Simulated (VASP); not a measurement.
# LiBr2 (Ibam) in VASP: a series of runs

Aim: see how the results for LiBr2 move with the level of theory and the settings. Levels: r2SCAN, LDA. Tasks: single point, relaxation of cell and atoms.

All numbers are computed with VASP 6.6.1; they aren't measurements. Logs are shortened: lines on timing, memory, paths and dates and some standing lists are left out, and cuts for length are marked.

## (1) The cell of the first run

It takes space group Ibam (No. 72, orthorhombic). Conventional cell: a = 4.773 Å, b = 9.447 Å, c = 7.075 Å, α = 90.00°, β = 90.00°, γ = 90.00°. Br (site symmetry m) has 2 Li at 2.55 Å and 3 Br at 3.01 to 3.39 Å within 3.4 Å. Within 3.4 Å of Li (site symmetry 222) lie 4 Br at 2.55 Å.

## (2) Single point, r2SCAN

File POSCAR:

```
LiBr2
1.0
    0.0000000000     -0.0000003350      7.0747021477
    4.7731533475      0.0000000000      0.0000000000
    2.3865766737      4.7234118903     -3.5373508502
Br Li
4 2
Direct
    0.1228769701      0.1771329279      0.2457539401
    0.8771230299      0.8228670721      0.7542460599
    0.3771230299      0.4228868681      0.7542460599
    0.6228769701      0.5771131319      0.2457539401
    0.2500000000      0.0000000000      0.0000000000
    0.7500000000      0.0000000000      0.0000000000
```

File INCAR.step1:

```
SYSTEM = LiBr2
ALGO = Normal
EDIFF = 1E-4
ENCUT = 520
GGA = PE
ISMEAR = -1
LASPH = .TRUE.
LCHARG = .FALSE.
LREAL = .FALSE.
LWAVE = .TRUE.
NBANDS = 26
NELM = 100
PREC = Accurate
SIGMA = 0.1
```

File INCAR.step2:

```
SYSTEM = LiBr2
ALGO = Normal
EDIFF = 1E-6
ENCUT = 520
ISIF = 2
ISMEAR = -1
ISTART = 1
LASPH = .TRUE.
LCHARG = .FALSE.
LMIXTAU = .TRUE.
LREAL = .FALSE.
LWAVE = .FALSE.
METAGGA = R2SCAN
NBANDS = 26
NELM = 100
PREC = Accurate
SIGMA = 0.1
```

File KPOINTS:

```
k-points
0
G
  4 4 4
  0 0 0
```

Potentials or basis: VASP PAW PBE potentials, release 64 (Br, Li_sv).

On the command line:

```sh
> cat potpaw_PBE.64/Br/POTCAR potpaw_PBE.64/Li_sv/POTCAR > POTCAR
> cp INCAR.step1 INCAR
> mpirun -np 1 vasp_std > vasp.out
> cp INCAR.step2 INCAR
> mpirun -np 1 vasp_std > vasp.out
```

OUTCAR:

```text
SYSTEM = LiBr2
   EDIFF = 1E-6
   ENCUT = 520
   ISIF = 2
   ISMEAR = -1
   ISTART = 1
   LASPH = .TRUE.
   LREAL = .FALSE.
   METAGGA = R2SCAN
   NELM = 100
   PREC = Accurate

 ion  position               nearest neighbor table
   1  0.123  0.177  0.246-   5 2.55   6 2.55
   2  0.877  0.823  0.754-   6 2.55   5 2.55
   3  0.377  0.423  0.754-   5 2.55   6 2.55
   4  0.623  0.577  0.246-   6 2.55   5 2.55
   5  0.250  0.000  0.000-   1 2.55   3 2.55   2 2.55   4 2.55
   6  0.750  0.000  0.000-   2 2.55   4 2.55   1 2.55   3 2.55

  LATTYP: Found a body centered orthorhombic cell.
 ALAT       =     4.7731533475
 B/A-ratio  =     1.4821862263
 C/A-ratio  =     1.9791577512

  Lattice vectors:

 A1 = (   2.3865766738,  -4.7234115553,  -3.5373512975)
 A2 = (  -2.3865766737,  -4.7234118903,   3.5373508502)
 A3 = (  -2.3865766738,   4.7234118903,  -3.5373508502)

Analysis of symmetry for initial positions (statically):
=====================================================================
 Subroutine PRICEL returns:
 Original cell was already a primitive cell.

 Routine SETGRP: Setting up the symmetry group for a
 body centered orthorhombic supercell.

 Subroutine GETGRP returns: Found  8 space group operations
 (whereof  4 operations were pure point group operations)
 out of a pool of  8 trial point group operations.

The static configuration has the point symmetry C_2h.
 The point group associated with its full space group is D_2h.

Analysis of symmetry for dynamics (positions and initial velocities):
=====================================================================
 Subroutine PRICEL returns:
 Original cell was already a primitive cell.

 Routine SETGRP: Setting up the symmetry group for a
 body centered orthorhombic supercell.

 Subroutine GETGRP returns: Found  8 space group operations
 (whereof  4 operations were pure point group operations)
 out of a pool of  8 trial point group operations.

The dynamic configuration has the point symmetry C_2h.
 The point group associated with its full space group is D_2h.

 Subroutine INISYM returns: Found  8 space group operations
 (whereof  4 operations are pure point group operations),
 and found     1 'primitive' translations

[... 93 lines left out ...]
   ENCUT  =  520.0 eV  38.22 Ry    6.18 a.u.  13.15  8.87 11.84*2*pi/ulx,y,z
   NELM   =    100;   NELMIN=  2; NELMDL=  0     # of ELM steps
   EDIFF  = 0.1E-05   stopping-criterion for ELM
   LREAL  =      F    real-space projection
   EDIFFG = 0.1E-04   stopping-criterion for IOM
   NSW    =      0    number of steps for IOM
   IBRION =     -1    ionic relax: 0-MD 1-quasi-New 2-CG
   NFREE  =      0    steps in history (QN), initial steepest desc. (CG)
   ISIF   =      2    stress and relaxation
   ISYM   =      2    0-nonsym 1-usesym 2-fastsym
   POTIM  = 0.5000    time-step for ionic-motion
   TEBEG  =    0.0;   TEEND  =   0.0 temperature during run
   PSTRESS=    0.0 pullay stress
   NELECT =      34.0000    total number of electrons
   NUPDOWN=      -1.0000    fix difference up-down
   EMIN   =  10.00;   EMAX   =-10.00  energy-range for DOS
   EFERMI =   0.00;   METHOD = LEGACY
   ISMEAR =    -1;   SIGMA  =   0.10  broadening in eV -4-tet -1-fermi 0-gaus
   EFERMI_NEDOS =   21; number of points for ismear=-14 and -15
   IALGO  =     38    algorithm
   IMIX   =      4    mixing-type and parameters
     AMIX     =   0.40;   BMIX     =  1.00
     AMIX_MAG =   1.60;   BMIX_MAG =  1.00
  volume/ion in A,a.u.               =      26.58       179.40
  Fermi-wavevector in a.u.,A,eV,Ry     =   0.977938  1.848035 13.012107  0.956363
  Thomas-Fermi vector in A             =   2.108675
   LORBIT       =      0    0 simple, 1 ext, 2 COOP (PROOUT), +10 PAW based schemes
   METAGGA = R2SCAN    functional components
   LHFCALC =     F    Hartree Fock is set to
   AEXX    =    0.0000 exact exchange contribution
   IVDW    =     0    specifies the selected vdW correction
   LEPSILON=     F    determine dielectric tensor
   LRPA    =     F    only Hartree local field effects (RPA)
 non-spin polarized calculation
  energy-cutoff  :      520.00
  volume of cell :      159.50
 maximum number of plane-waves:      4304
 NGX is ok and might be reduce to    54
   NGX = 27   NGY = 17   NGZ = 23

 number of electron      34.0000002 magnetization

 Free energy of the ion-electron system (eV)
  ---------------------------------------------------
  ext. energy  EPLUGINS =         0.00000000
  ---------------------------------------------------
  free energy    TOTEN  =       -63.36709280 eV

  energy without entropy =      -63.17560318  energy(sigma->0) =      -63.27134799

 E-fermi :  -0.1447     XC(G=0):  -8.3446

 val. band max:       -0.1596695706   @ k =   0.2500  -0.2500   0.2500
 cond. band min:      -0.1412128321   @ k =   0.2500   0.2500   0.0000
 fundamental gap:      0.0184567384
 Fermi energy:        -0.1447443308

 k-point     1 :       0.0000    0.0000    0.0000
  band No.  band energies     occupation
      1     -46.4682      2.00000
      2     -46.4668      2.00000
      3     -15.2150      2.00000
      4     -14.6024      2.00000
      5     -14.3374      2.00000
      6     -13.9261      2.00000
[... 511 lines left out ...]
     25       8.8982      0.00000
     26       9.3630      0.00000

------------------------ aborting loop because EDIFF is reached ----------------------------------------

  FORCE on cell =-STRESS in cart. coord.  units (eV):
  Direction    XX          YY          ZZ          XY          YZ          ZX
  --------------------------------------------------------------------------------------
  -------------------------------------------------------------------------------------
  Total       -0.1861792     -0.0939234     -0.1648127      0.0000000      0.0000000      0.0000000
  in kB       -1.8701327     -0.9434412     -1.6555101      0.0000000      0.0000000      0.0000000
  external PRESSURE =      -1.4896947 kB  Pullay stress =       0.0000000 kB

 VOLUME and BASIS-vectors are now :
 -----------------------------------------------------------------------------
  energy-cutoff  :      520.00
  volume of cell :      159.50
      direct lattice vectors                 reciprocal lattice vectors
     0.000000000 -0.000000335  7.074702148     0.000000000  0.105855682  0.141348712
     4.773153348  0.000000000  0.000000000     0.209505106 -0.105855689 -0.000000005
     2.386576674  4.723411890 -3.537350850     0.000000000  0.211711377  0.000000010

 POSITION                                       TOTAL-FORCE (eV/Angst)
 -----------------------------------------------------------------------------------
      1.43199      1.16080      0.00000        -0.011769     -0.011110     -0.000000
      5.72774      3.56261      3.53735         0.011769      0.011110      0.000000
      3.81857      3.56261      0.00000        -0.011769      0.011110      0.000000
      3.34116      1.16080      3.53735         0.011769     -0.011110     -0.000000
      0.00000     -0.00000      1.76868        -0.000000      0.000000     -0.000000
      0.00000     -0.00000      5.30603        -0.000000     -0.000000      0.000000
 -----------------------------------------------------------------------------------
    total drift:                                0.000000      0.000000      0.000000

  FREE ENERGIE OF THE ION-ELECTRON SYSTEM (eV)
  ---------------------------------------------------
  free  energy   TOTEN  =       -63.3670927979 eV

  energy  without entropy=      -63.1756031841  energy(sigma->0) =      -63.27134799
```

Wall time 3.1 min (1 thread of Intel Xeon 6975P-C (Granite Rapids), shared host); peak memory 0.35 GiB.

Results:

- Free energy: -63.3671 eV
- Largest force: 0.016 eV/Å
- Band gap on the k mesh: zero (bands 17 and 18 overlap by 0.60 eV)

Forces on the atoms (eV/Å):
```
Br  -0.012 -0.011  0.000
Br   0.012  0.011  0.000
Br  -0.012  0.011  0.000
Br   0.012 -0.011  0.000
Li   0.000  0.000  0.000
Li   0.000  0.000  0.000
```

Caveat: the k points lie up to 0.37 Å⁻¹ apart, too coarse for converged energies and pressures of a metal; the cutoff is under 1.25 times the usual one of these potentials, so pressure, stress and relaxed cells hold a basis-set (Pulay) error; the PAW data sets were made with another functional, which shifts forces and pressure a little.

## (3) Single point, r2SCAN

This run uses another cell than the first one, of 26.68 Å³/atom.

File POSCAR:

```
LiBr2
1.0
    0.0000000000     -0.0000003355      7.0848237971
    4.7706154444      0.0000000000      0.0000000000
    2.3853077222      4.7357111316     -3.5424116743
Br Li
4 2
Direct
    0.1221947058      0.1773282436      0.2443894115
    0.8778052942      0.8226717564      0.7556105885
    0.3778052942      0.4217176552      0.7556105885
    0.6221947058      0.5782823448      0.2443894115
    0.2500000000      0.0000000000      0.0000000000
    0.7500000000      0.0000000000      0.0000000000
```

File INCAR.step1:

```
SYSTEM = LiBr2
ALGO     = Normal         ! electronic algorithm
EDIFF    = 1E-4           ! SCF threshold, eV
ENCUT    = 520            ! plane-wave cutoff, eV
GGA      = PE             ! functional
ISMEAR   = -1             ! smearing method
LASPH    = .True.         ! aspherical terms in the spheres
LCHARG   = .False.        ! write CHGCAR
LREAL    = .False.        ! projectors in reciprocal space
LWAVE    = .True.         ! write WAVECAR
NBANDS   = 26             ! bands
NELM     = 60             ! most SCF steps
PREC     = Accurate       ! precision mode
SIGMA    = 0.1            ! smearing width, eV
```

File INCAR.step2:

```
SYSTEM = LiBr2
ALGO     = Normal         ! electronic algorithm
EDIFF    = 1E-6           ! SCF threshold, eV
ENCUT    = 520            ! plane-wave cutoff, eV
ISIF     = 2              ! what is computed and relaxed
ISMEAR   = -1             ! smearing method
ISTART   = 1            
LASPH    = .True.         ! aspherical terms in the spheres
LCHARG   = .False.        ! write CHGCAR
LMIXTAU  = .True.       
LREAL    = .False.        ! projectors in reciprocal space
LWAVE    = .False.        ! write WAVECAR
METAGGA  = R2SCAN         ! meta-GGA
NBANDS   = 26             ! bands
NELM     = 60             ! most SCF steps
PREC     = Accurate       ! precision mode
SIGMA    = 0.1            ! smearing width, eV
```

File KPOINTS:

```
k-points
0
Gamma
  4 4 4
  0 0 0
```

Potentials or basis: VASP PAW PBE potentials, release 64 (Br, Li_sv).

On the command line:

```sh
> cat potpaw_PBE.64/Br/POTCAR potpaw_PBE.64/Li_sv/POTCAR > POTCAR
> cp INCAR.step1 INCAR
> mpirun -np 1 vasp_std > vasp.out
> cp INCAR.step2 INCAR
> mpirun -np 1 vasp_std > vasp.out
```

It took 3.1 min on 1 thread of Intel Xeon 6975P-C (Granite Rapids), shared host; peak memory 0.35 GiB.

It converged, with:

* Free energy: -63.3669 eV
* Largest force: 0.010 eV/Å
* Band gap on the k mesh: zero (bands 17 and 18 overlap by 0.59 eV)

Forces in eV/Å, atoms in the order of the input:
```
Br  -0.001  0.010  0.000
Br   0.001 -0.010  0.000
Br  -0.001 -0.010  0.000
Br   0.001  0.010  0.000
Li   0.000  0.000  0.000
Li   0.000  0.000  0.000
```

Levels at points of the mesh, in eV from the Fermi level:
```tsv
k point	band 13	band 14	band 15	band 16	band 17	band 18	band 19	band 20	band 21	band 22
(0.00, 0.00, 0.00)	-2.06	-2.00	-1.58	-1.42	0.02	0.15	5.38	5.71	8.14	8.26
(0.50, 0.00, 0.00)	-1.61	-1.61	-1.31	-1.31	-0.28	-0.28	7.12	7.12	7.37	7.37
(0.00, 0.50, 0.00)	-1.60	-1.52	-0.95	-0.82	-0.11	0.06	6.98	7.30	8.04	8.24
(0.50, 0.50, 0.00)	-1.75	-1.75	-1.57	-1.57	0.31	0.31	6.44	6.44	7.75	7.75
(0.00, 0.00, 0.50)	-1.79	-1.46	-1.44	-1.44	-0.32	-0.09	6.05	6.79	7.00	7.34
```

Caveat: the k points lie up to 0.37 Å⁻¹ apart, too coarse for converged energies and pressures of a metal; the cutoff is under 1.25 times the usual one of these potentials, so pressure, stress and relaxed cells hold a basis-set (Pulay) error; the PAW data sets were made with another functional, which shifts forces and pressure a little.

## (4) Relaxation of cell and atoms, LDA

This run uses another cell than the first one, of 27.97 Å³/atom.

File INCAR:

```
SYSTEM = LiBr2
PREC = Accurate
ENCUT = 600
EDIFF = 1E-6
ISMEAR = -1
SIGMA = 0.1
LREAL = .False.
LASPH = .True.
NELM = 80
ALGO = Normal
ISIF = 3
LWAVE = .False.
LCHARG = .False.
GGA = CA
IBRION = 2
NSW = 60
EDIFFG = -0.01
```

File KPOINTS:

```
regular mesh
0
Gamma
  4 4 4
  0 0 0
```

File POSCAR:

```
LiBr2
1.0
    0.0000000000      0.0000000000      5.6247990000
    5.6511820000      0.0000000000      0.0000000000
    2.8255910000      5.2792740000     -2.8123990000
Br Li
4 2
Direct
    0.1150100000      0.0991900000      0.2300200000
    0.8849900000      0.9008100000      0.7699800000
    0.3849900000      0.3292100000      0.7699800000
    0.6150100000      0.6707900000      0.2300200000
    0.2500000000      0.0000000000      0.0000000000
    0.7500000000      0.0000000000      0.0000000000
```

Potentials or basis: VASP PAW LDA potentials, release 64 (Br, Li_sv).

On the command line:

```sh
> cat potpaw_LDA.64/Br/POTCAR potpaw_LDA.64/Li_sv/POTCAR > POTCAR
> mpirun -np 1 vasp_std > vasp.out
```

Wall time 13 min (1 thread of Intel Xeon 6975P-C (Granite Rapids), shared host); peak memory 0.32 GiB.

It converged, with:

| Quantity | Value |
| --- | --- |
| Free energy | -17.6643 eV |
| Relaxed volume | 23.42 Å³/atom |
| Relaxed cell | a = 6.830 Å, b = 4.792 Å, c = 5.986 Å, α = 66.40°, β = 124.79°, γ = 90.00° |
| Space group after relaxing (to 0.1 Å) | Ibam (No. 72) |
| Energy gained by relaxing | 335.2 meV/atom |
| Ionic steps | 27 |
| Pressure after relaxing | 0.0 GPa |
| Largest force after relaxing | 0.007 eV/Å |
| Band gap on the k mesh | zero (bands 17 and 18 overlap by 0.89 eV) |

Forces on the atoms (eV/Å):
```
Br   0.006  0.004  0.000
Br  -0.006 -0.004  0.000
Br   0.006 -0.004  0.000
Br  -0.006  0.004  0.000
Li   0.000  0.000  0.000
Li   0.000  0.000  0.000
```

The path:
| step | energy change (eV) | largest force (eV/Å) | pressure (GPa) | volume (Å³) |
| --- | --- | --- | --- | --- |
| 1 | 0.0000 | 1.4979 | 3.10 | 167.81 |
| 2 | -0.4411 | 0.6399 | 0.09 | 181.28 |
| 3 | -0.4991 | 0.2929 | -1.06 | 189.37 |
| 4 | -0.5718 | 0.3155 | -1.10 | 184.51 |
| 5 | -0.8192 | 0.3792 | -1.14 | 170.32 |
| 6 | -1.3560 | 0.4261 | -0.05 | 143.65 |
| 7 | 0.8825 | 2.1256 | 25.45 | 97.13 |
| 8 | -1.3508 | 0.6283 | 1.28 | 138.11 |
| 9 | -1.2947 | 0.6218 | 7.29 | 116.72 |
| 10 | -1.4365 | 0.6122 | 2.95 | 129.24 |
| 11 | -1.4386 | 0.5919 | 4.08 | 125.00 |
| 12 | -1.4631 | 0.5601 | 4.25 | 124.18 |
| 13 | -1.4964 | 0.5307 | 4.96 | 121.70 |
| 14 | -1.5475 | 0.5084 | 4.41 | 122.94 |
| 15 | -1.6743 | 0.4561 | 2.97 | 126.71 |
| 16 | -1.8218 | 0.4083 | 0.65 | 134.43 |
| 17 | -1.7925 | 0.4399 | -2.30 | 150.68 |
| 18 | -1.8546 | 0.4115 | -0.90 | 141.62 |
| 19 | -1.8836 | 0.3936 | -0.83 | 141.42 |
| 20 | -1.9530 | 0.3211 | -0.53 | 140.75 |
| 21 | -1.9814 | 0.1347 | 0.50 | 139.17 |
| 22 | -1.9917 | 0.1904 | 0.01 | 139.82 |
| 23 | -1.9921 | 0.1765 | 0.08 | 139.72 |
| 24 | -2.0020 | 0.1188 | 0.04 | 139.95 |
| 25 | -2.0111 | 0.0016 | 0.00 | 140.42 |
| 26 | -2.0111 | 0.0105 | 0.01 | 140.46 |
| 27 | -2.0112 | 0.0072 | -0.02 | 140.49 |

Final structure:
```
Br Li
1.0
     0.00000    0.00000    6.83014
     4.79231    0.00000    0.00000
     2.39616    4.29223   -3.41507
Br Li
4 2
Direct
  0.12844 0.16788 0.25688
  0.87156 0.83212 0.74312
  0.37156 0.42476 0.74312
  0.62844 0.57524 0.25688
  0.25000 0.00000 0.00000
  0.75000 0.00000 0.00000
```

Levels at points of the mesh, in eV from the Fermi level:
```tsv
k point	band 14	band 15	band 16	band 17	band 18	band 19	band 20	band 21
(0.00, 0.00, 0.00)	-2.15	-1.77	-1.70	0.11	0.23	4.56	4.58	6.77
(0.50, 0.00, 0.00)	-1.67	-1.45	-1.45	-0.48	-0.48	6.37	6.37	6.58
(0.00, 0.50, 0.00)	-1.57	-0.91	-0.80	-0.07	0.12	6.06	6.29	7.42
(0.50, 0.50, 0.00)	-2.03	-1.83	-1.83	0.41	0.41	5.33	5.33	7.06
(0.00, 0.00, 0.50)	-1.64	-1.58	-1.32	-0.26	-0.17	4.88	6.13	6.21
```

Caveat: the cutoff is under 1.25 times the usual one of these potentials, so pressure, stress and relaxed cells hold a basis-set (Pulay) error; the volume moved by over 15 % at a fixed basis, so the end points are rough.

## (5) Summary

```csv
task,level,potentials or basis,cell,cutoff (eV),gap on the mesh (eV),largest force (eV/Å)
single point,r2SCAN,"VASP PAW PBE potentials, release 64 (Br, Li_sv)","a = 7.075, b = 4.773, c = 6.365 Å, angles 68.0, 123.8, 90.0°, 6 atoms, atomic positions A",520,none,0.02
single point,r2SCAN,"VASP PAW PBE potentials, release 64 (Br, Li_sv)","a = 7.085, b = 4.771, c = 6.377 Å, angles 68.0, 123.7, 90.0°, 6 atoms, atomic positions B",520,none,0.01
relaxation of cell and atoms,LDA,"VASP PAW LDA potentials, release 64 (Br, Li_sv)","relaxed from a = 5.625, b = 5.651, c = 6.615 Å, angles 64.7, 115.2, 90.0°, 6 atoms, atomic positions C",600,none,0.01
```

Alike in all rows: no spin polarisation; k mesh 4 × 4 × 4; smearing fermi-dirac 0.1 eV.

Caveats: some runs use coarse meshes; the cutoff is under 1.25 times the usual one of these potentials, so pressure, stress and relaxed cells hold a basis-set (Pulay) error; the PAW data sets were made with another functional, which shifts forces and pressure a little (at least some runs); the volume moved by over 15 % at a fixed basis, so the end points are rough (at least some runs).

Absolute energies hang on the potentials; compare differences alone.

The gap in the log of VASP goes by the Fermi energy; the results here count the filled bands.